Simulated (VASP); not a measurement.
A run of VASP 6.6.1 is set up as follows.

INCAR

```
SYSTEM = SiC
PREC = Accurate ; ENCUT = 520
EDIFF = 1E-6 ; ISMEAR = 0
SIGMA = 0.05 ; LREAL = .FALSE.
LASPH = .TRUE. ; NELM = 60
ALGO = Normal ; ISIF = 2
LWAVE = .FALSE. ; LCHARG = .FALSE.
GGA = PE ; NBANDS = 11
```

KPOINTS

```
Automatic mesh
0
G
  12 12 12
  0 0 0
```

POSCAR

```
SiC
1.0
    0.0000000000      2.3479200000      2.0000800000
    2.3479200000      0.0000000000      2.0000800000
    2.3479200000      2.3479200000      0.0000000000
Si C
1 1
Direct
    0.0000000000      0.0000000000      0.0000000000
    0.7500000000      0.7500000000      0.7500000000
```

Potentials or basis: VASP PAW PBE potentials, release 64 (Si, C).

The run is started by

```sh
$ cat potpaw_PBE.64/Si/POTCAR potpaw_PBE.64/C/POTCAR > POTCAR
$ mpirun -np 1 vasp_std > vasp.out
```

(1) Estimate the pressure.

(2) Predict the band gap on the k mesh.

Answers

(1) -11.1 GPa.

(2) 0.09 eV, indirect (least direct gap 4.22 eV).

Caveat: the cell differs from its parent crystal (strain +0.080 along x and y, -0.080 along z).
